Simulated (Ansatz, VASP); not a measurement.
InSb: VASP beside Ansatz

Contents of INCAR:

```
SYSTEM = InSb
PREC = Accurate
ENCUT = 520
EDIFF = 1E-6
ISMEAR = 0
SIGMA = 0.15
LREAL = .FALSE.
LASPH = .TRUE.
NELM = 100
ALGO = Normal
ISIF = 2
LWAVE = .FALSE.
LCHARG = .TRUE.
GGA = PE
LELF = .TRUE.
LVHAR = .TRUE.
NBANDS = 16
```

KPOINTS

```
regular mesh
0
G
  12 12 12
  0 0 0
```

Contents of POSCAR:

```
InSb
1.0
    0.0000000000      3.1419270000      3.1419270000
    3.1419270000      0.0000000000      3.1419270000
    3.1419270000      3.1419270000      0.0000000000
In Sb
1 1
Direct
    0.0000000000      0.0000000000      0.0000000000
    0.7500000000      0.7500000000      0.7500000000
```

Input for Ansatz:

```yaml
crystal:
  lattice:
    - [0.0, 3.141927, 3.141927]
    - [3.141927, 0.0, 3.141927]
    - [3.141927, 3.141927, 0.0]
  atoms:
    - { symbol: In, position: [0.0, 0.0, 0.0] }
    - { symbol: Sb, position: [0.75, 0.75, 0.75] }
basis:
  ecutwfc: 420
kpoints:
  mp_grid: { grid: [12, 12, 12] }
hamiltonian:
  xc: pbe
scf:
  occupations: { method: gaussian, width: 0.15 }
output:
  forces: true
  stress: true
  eigenvalues: true
```

Change from the starting cell: strain -0.030 along x and y, -0.030 along z, atoms carried along.

Alike in both runs: task single point; functional PBE; k mesh 12 × 12 × 12; occupations gaussian, width 0.15 eV; no spin polarisation.

|  | VASP | Ansatz |
| --- | --- | --- |
| version | VASP 6.6.1 | Ansatz 0.2.0 |
| potentials or method | VASP PAW PBE potentials, release 64 (In_d, Sb), cutoff 520 eV | scalar-relativistic, plane waves, PAW |
| valence electrons in the cell | 18 | 28 |

|  | VASP | Ansatz | Ansatz less VASP |
| --- | --- | --- | --- |
| gap on the k mesh at the Fermi level (eV) | 0.35 | 0.35 | -0.006 |
| least direct gap on the mesh (eV) | 0.35 | 0.35 | -0.006 |
| pressure (GPa) | 8.9 | 8.9 | +0.03 |

With one functional, cell and mesh, what is left measures potentials, basis and numerics. VASP's potentials hold 18 valence electrons a cell and Ansatz's 28, so a difference there can come from the potentials and not from the codes.

Spin-orbit coupling is off throughout.
